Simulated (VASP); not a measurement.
# SrO (Fm-3m) in VASP: notebook

SrO is run at these levels: LDA; tasks: single point.

Program: VASP 6.6.1. These are calculated values, not measurements. Logs are shortened: lines on timing, memory, paths and dates and some standing lists are left out, and cuts for length are marked.

## 1. The cell of the first run

The structure is cubic, space group Fm-3m (No. 225). Conventional cell: a = 5.035 Å, b = 5.035 Å, c = 5.035 Å, α = 90.00°, β = 90.00°, γ = 90.00°. Within 3.3 Å of Sr (site symmetry m-3m) lie 6 O at 2.52 Å. Within 3.3 Å of O (site symmetry m-3m) lie 6 Sr at 2.52 Å.

## 2. Single point, LDA (volume scaled by 0.94)

The input, INCAR:

```
ALGO = Normal
EDIFF = 1E-6
ENCUT = 520
GGA = CA
ISIF = 2
ISMEAR = -1
LASPH = T
LCHARG = F
LREAL = F
LWAVE = F
NBANDS = 15
NELM = 100
PREC = Accurate
SIGMA = 0.02
```

The input, KPOINTS:

```
k-points
0
Gamma
  8 8 8
```

The input, POSCAR:

```
SrO
1.0
    0.0000000000      2.5173403822      2.5173403822
    2.5173403822      0.0000000000      2.5173403822
    2.5173403822      2.5173403822      0.0000000000
Sr O
1 1
Direct
    0.0000000000      0.0000000000      0.0000000000
    0.5000000000      0.5000000000      0.5000000000
```

Potentials or basis: VASP PAW LDA potentials, release 64 (Sr_sv, O).

Run with:

```
$ cat potpaw_LDA.64/Sr_sv/POTCAR potpaw_LDA.64/O/POTCAR > POTCAR
$ mpirun -np 1 vasp_std > vasp.out
```

OUTCAR:

```text
EDIFF = 1E-6
   ENCUT = 520
   GGA = CA
   ISIF = 2
   ISMEAR = -1
   LASPH = T
   LREAL = F
   NELM = 100
   PREC = Accurate

 ion  position               nearest neighbor table
   1  0.000  0.000  0.000-   2 2.52   2 2.52   2 2.52   2 2.52   2 2.52   2 2.52
   2  0.500  0.500  0.500-   1 2.52   1 2.52   1 2.52   1 2.52   1 2.52   1 2.52

  LATTYP: Found a face centered cubic cell.
 ALAT       =     5.0346807644

  Lattice vectors:

 A1 = (   0.0000000000,   2.5173403822,   2.5173403822)
 A2 = (   2.5173403822,   0.0000000000,   2.5173403822)
 A3 = (   2.5173403822,   2.5173403822,   0.0000000000)

Analysis of symmetry for initial positions (statically):
=====================================================================
 Subroutine PRICEL returns:
 Original cell was already a primitive cell.

 Routine SETGRP: Setting up the symmetry group for a
 face centered cubic supercell.

 Subroutine GETGRP returns: Found 48 space group operations
 (whereof 48 operations were pure point group operations)
 out of a pool of 48 trial point group operations.

The static configuration has the point symmetry O_h .

Analysis of symmetry for dynamics (positions and initial velocities):
=====================================================================
 Subroutine PRICEL returns:
 Original cell was already a primitive cell.

 Routine SETGRP: Setting up the symmetry group for a
 face centered cubic supercell.

 Subroutine GETGRP returns: Found 48 space group operations
 (whereof 48 operations were pure point group operations)
 out of a pool of 48 trial point group operations.

The dynamic configuration has the point symmetry O_h .

 Subroutine INISYM returns: Found 48 space group operations
 (whereof 48 operations are pure point group operations),
 and found     1 'primitive' translations

----------------------------------------------------------------------------------------

                                     Primitive cell

  volume of cell :      31.9048

  direct lattice vectors                    reciprocal lattice vectors
     0.000000000  2.517340382  2.517340382    -0.198622325  0.198622325  0.198622325
     2.517340382  0.000000000  2.517340382     0.198622325 -0.198622325  0.198622325
     2.517340382  2.517340382  0.000000000     0.198622325  0.198622325 -0.198622325

  length of vectors
     3.560056910  3.560056910  3.560056910     0.344023959  0.344023959  0.344023959

  position of ions in fractional coordinates (direct lattice)
     0.000000000  0.000000000  0.000000000
     0.500000000  0.500000000  0.500000000

  ion indices of the primitive-cell ions
   primitive index   ion index
                 1           1
                 2           2

----------------------------------------------------------------------------------------

 KPOINTS: k-points

Automatic generation of k-mesh.
 Grid dimensions read from file:
 generate k-points for:    8    8    8

 Generating k-lattice:

  Cartesian coordinates                     Fractional coordinates (reciprocal lattice)
    -0.024827791  0.024827791  0.024827791     0.125000000  0.000000000  0.000000000
     0.024827791 -0.024827791  0.024827791     0.000000000  0.125000000  0.000000000
     0.024827791  0.024827791 -0.024827791     0.000000000  0.000000000  0.125000000

  Length of vectors
     0.043002995  0.043002995  0.043002995

  Shift w.r.t. Gamma in fractional coordinates (k-lattice)
     0.000000000  0.000000000  0.000000000

 Subroutine IBZKPT returns following result:
 ===========================================

 Found     29 irreducible k-points:

 Following reciprocal coordinates:
            Coordinates               Weight
  0.000000  0.000000  0.000000      1.000000
  0.125000  0.000000  0.000000      8.000000
  0.250000  0.000000  0.000000      8.000000
  0.375000  0.000000  0.000000      8.000000
  0.500000  0.000000  0.000000      4.000000
  0.125000  0.125000  0.000000      6.000000
[... 16 lines left out ...]
  0.500000  0.250000  0.125000     48.000000
 -0.375000  0.250000  0.125000     24.000000
 [... further k-points ...]
   k-points           NKPTS =     29   k-points in BZ     NKDIM =     29   number of bands    NBANDS=     15
   number of dos      NEDOS =    301   number of ions     NIONS =      2
   total plane-waves  NPLWV =  21952
   dimension x,y,z NGX =    28 NGY =   28 NGZ =   28
   dimension x,y,z NGXF=    56 NGYF=   56 NGZF=   56
   ions per type =               1   1
   NGX,Y,Z   is equivalent  to a cutoff of  13.08, 13.08, 13.08 a.u.
   NGXF,Y,Z  is equivalent  to a cutoff of  26.15, 26.15, 26.15 a.u.
 SYSTEM =  unknown system
   PREC   = accura    normal or accurate (medium, high low for compatibility)
   ISTART =      0    job   : 0-new  1-cont  2-samecut
   ICHARG =      2    charge: 1-file 2-atom 10-const
   ISPIN  =      1    spin polarized calculation?
   LNONCOLLINEAR =      F non collinear calculations
   LSORBIT =      F    spin-orbit coupling
   LASPH  =      T    aspherical Exc in radial PAW
   ENCUT  =  520.0 eV  38.22 Ry    6.18 a.u.   6.62  6.62  6.62*2*pi/ulx,y,z
   NELM   =    100;   NELMIN=  2; NELMDL= -5     # of ELM steps
   EDIFF  = 0.1E-05   stopping-criterion for ELM
   LREAL  =      F    real-space projection
   EDIFFG = 0.1E-04   stopping-criterion for IOM
   NSW    =      0    number of steps for IOM
   IBRION =     -1    ionic relax: 0-MD 1-quasi-New 2-CG
   NFREE  =      0    steps in history (QN), initial steepest desc. (CG)
   ISIF   =      2    stress and relaxation
   ISYM   =      2    0-nonsym 1-usesym 2-fastsym
   POTIM  = 0.5000    time-step for ionic-motion
   TEBEG  =    0.0;   TEEND  =   0.0 temperature during run
   PSTRESS=    0.0 pullay stress
   NELECT =      16.0000    total number of electrons
   NUPDOWN=      -1.0000    fix difference up-down
   EMIN   =  10.00;   EMAX   =-10.00  energy-range for DOS
   EFERMI =   0.00;   METHOD = LEGACY
   ISMEAR =    -1;   SIGMA  =   0.02  broadening in eV -4-tet -1-fermi 0-gaus
   EFERMI_NEDOS =   21; number of points for ismear=-14 and -15
   IALGO  =     38    algorithm
   IMIX   =      4    mixing-type and parameters
     AMIX     =   0.40;   BMIX     =  1.00
     AMIX_MAG =   1.60;   BMIX_MAG =  1.00
  volume/ion in A,a.u.               =      15.95       107.65
  Fermi-wavevector in a.u.,A,eV,Ry     =   1.300657  2.457886 23.017104  1.691709
  Thomas-Fermi vector in A             =   2.431842
   LORBIT       =      0    0 simple, 1 ext, 2 COOP (PROOUT), +10 PAW based schemes
   GGA     = CA    functional components
   LHFCALC =     F    Hartree Fock is set to
   AEXX    =    0.0000 exact exchange contribution
   IVDW    =     0    specifies the selected vdW correction
   LEPSILON=     F    determine dielectric tensor
   LRPA    =     F    only Hartree local field effects (RPA)
 non-spin polarized calculation
  energy-cutoff  :      520.00
  volume of cell :       31.90
 maximum number of plane-waves:       881
 NGX is ok and might be reduce to    28
   NGX = 13   NGY = 13   NGZ = 13

 number of electron      15.9999997 magnetization

 Free energy of the ion-electron system (eV)
  ---------------------------------------------------
  ext. energy  EPLUGINS =         0.00000000
  ---------------------------------------------------
  free energy    TOTEN  =       -13.37988651 eV

  energy without entropy =      -13.37988651  energy(sigma->0) =      -13.37988651

 E-fermi :   2.1216     XC(G=0): -10.8278

 val. band max:        1.6635548909   @ k =   0.0000   0.0000   0.0000
 cond. band min:       4.7052515330   @ k =   0.5000   0.5000   0.0000
 fundamental gap:      3.0416966420
 Fermi energy:         2.1215636162

 k-point     1 :       0.0000    0.0000    0.0000
  band No.  band energies     occupation
      1     -30.2191      2.00000
      2     -13.1775      2.00000
      3     -11.8683      2.00000
      4     -11.8683      2.00000
      5     -11.8683      2.00000
      6       1.6636      2.00000
      7       1.6636      2.00000
      8       1.6636      2.00000
      9       5.9284      0.00000
     10       7.8955      0.00000
     11       7.8955      0.00000
     12       7.8955      0.00000
     13      10.2695      0.00000
     14      10.2695      0.00000
     15      14.3903      0.00000

 k-point     2 :       0.1250    0.0000    0.0000
  band No.  band energies     occupation
      1     -30.1917      2.00000
      2     -13.5920      2.00000
      3     -11.8830      2.00000
      4     -11.8830      2.00000
      5     -11.5168      2.00000
      6       1.1740      2.00000
      7       1.4363      2.00000
      8       1.4363      2.00000
      9       6.6596      0.00000
     10       7.7326      0.00000
     11       8.2294      0.00000
     12       8.2294      0.00000
     13      10.7290      0.00000
     14      10.7290      0.00000
     15      15.4834      0.00000

 k-point     3 :       0.2500    0.0000    0.0000
  band No.  band energies     occupation
      1     -30.1245      2.00000
      2     -14.2544      2.00000
      3     -11.9179      2.00000
      4     -11.9179      2.00000
      5     -11.0067      2.00000
      6       0.2743      2.00000
      7       0.9510      2.00000
      8       0.9510      2.00000
      9       7.7067      0.00000
     10       8.2374      0.00000
     11       9.1404      0.00000
     12       9.1404      0.00000
     13      11.8673      0.00000
     14      11.8673      0.00000
     15      17.7377      0.00000
[... 343 lines left out ...]
 k-point    23 :       0.5000    0.2500    0.1250
  band No.  band energies     occupation
      1     -30.0214      2.00000
      2     -14.4924      2.00000
      3     -12.3382      2.00000
      4     -12.0904      2.00000
      5     -10.9898      2.00000
      6       0.0111      2.00000
      7       0.6248      2.00000
      8       1.1358      2.00000
      9       7.2217      0.00000
     10       9.1110      0.00000
     11      10.9857      0.00000
     12      11.0456      0.00000
     13      13.2840      0.00000
     14      14.2796      0.00000
     15      16.5127      0.00000

 k-point    24 :      -0.3750    0.2500    0.1250
  band No.  band energies     occupation
      1     -29.9986      2.00000
      2     -14.5738      2.00000
      3     -12.3668      2.00000
      4     -12.1620      2.00000
      5     -10.9584      2.00000
      6      -0.0384      2.00000
      7       0.7268      2.00000
      8       0.8388      2.00000
      9       8.1398      0.00000
     10       8.5132      0.00000
     11      11.4737      0.00000
     12      11.5234      0.00000
     13      13.8708      0.00000
     14      15.1889      0.00000
     15      15.5871      0.00000

 [... further k-points ...]

------------------------ aborting loop because EDIFF is reached ----------------------------------------

  FORCE on cell =-STRESS in cart. coord.  units (eV):
  Direction    XX          YY          ZZ          XY          YZ          ZX
  --------------------------------------------------------------------------------------
  -------------------------------------------------------------------------------------
  Total        0.5626662      0.5626662      0.5626662     -0.0000000      0.0000000     -0.0000000
  in kB       28.2556707     28.2556707     28.2556707     -0.0000000      0.0000000     -0.0000000
  external PRESSURE =      28.2556707 kB  Pullay stress =       0.0000000 kB

 VOLUME and BASIS-vectors are now :
 -----------------------------------------------------------------------------
  energy-cutoff  :      520.00
  volume of cell :       31.90
      direct lattice vectors                 reciprocal lattice vectors
     0.000000000  2.517340382  2.517340382    -0.198622325  0.198622325  0.198622325
     2.517340382  0.000000000  2.517340382     0.198622325 -0.198622325  0.198622325
     2.517340382  2.517340382  0.000000000     0.198622325  0.198622325 -0.198622325

 POSITION                                       TOTAL-FORCE (eV/Angst)
 -----------------------------------------------------------------------------------
      0.00000      0.00000      0.00000         0.000000     -0.000000     -0.000000
      2.51734      2.51734      2.51734        -0.000000      0.000000      0.000000
 -----------------------------------------------------------------------------------
    total drift:                                0.000000      0.000000      0.000000

  FREE ENERGIE OF THE ION-ELECTRON SYSTEM (eV)
  ---------------------------------------------------
  free  energy   TOTEN  =       -13.3798865055 eV

  energy  without entropy=      -13.3798865055  energy(sigma->0) =      -13.37988651
```

Wall time 12 s (1 thread of AMD EPYC 7R13 (Zen 3), shared host); peak memory 0.12 GiB.

Results:

| Item | Value |
| --- | --- |
| Free energy | -13.3799 eV |
| Pressure | 2.8 GPa |
| Band gap on the k mesh | 3.04 eV, indirect (least direct gap 3.08 eV) |

## 3. Single point, LDA (volume scaled by 0.98)

The input, INCAR:

```
SYSTEM = SrO
PREC = Accurate
ENCUT = 520
EDIFF = 1E-7
ISMEAR = -1
SIGMA = 0.02
LREAL = .FALSE.
LASPH = .TRUE.
NELM = 100
ALGO = Normal
ISIF = 2
LWAVE = .FALSE.
LCHARG = .TRUE.
LELF = .TRUE.
LVHAR = .TRUE.
NBANDS = 15
```

The input, KPOINTS:

```
Automatic mesh
0
G
  8 8 8
  0 0 0
```

The input, POSCAR:

```
SrO
1.0
    0.0000000000      2.5525525005      2.5525525005
    2.5525525005      0.0000000000      2.5525525005
    2.5525525005      2.5525525005      0.0000000000
Sr O
1 1
Direct
    0.0000000000      0.0000000000      0.0000000000
    0.5000000000      0.5000000000      0.5000000000
```

Potentials or basis: VASP PAW LDA potentials, release 64 (Sr_sv, O).

Run with:

```
$ cat potpaw_LDA.64/Sr_sv/POTCAR potpaw_LDA.64/O/POTCAR > POTCAR
$ mpirun -np 1 vasp_std > vasp.out
```

Wall time 13 s (1 thread of AMD EPYC 7R13 (Zen 3), shared host); peak memory 0.12 GiB.

Results (log left out):

| Item | Value |
| --- | --- |
| Free energy | -13.3852 eV |
| Pressure | -1.6 GPa |
| Band gap on the k mesh | 3.08 eV, indirect (least direct gap 3.15 eV) |

Levels at points of the mesh, in eV from the valence-band top:
```
           k point  band 4  band 5  band 6  band 7  band 8  band 9  band 10  band 11  band 12  band 13
(0.00, 0.00, 0.00)  -13.71  -13.71    0.00    0.00    0.00    3.95     6.15     6.15     6.15     8.42
(0.50, 0.00, 0.00)  -13.80  -12.41   -2.29   -1.20   -1.20    6.54     8.44     8.93     8.93    12.17
(0.50, 0.50, 0.00)  -14.13  -14.13   -0.39   -0.07   -0.07    3.08     7.92    10.33    10.37    11.32
```

 A k mesh can miss the band edges.

(Part 1 of 2 ends here.)
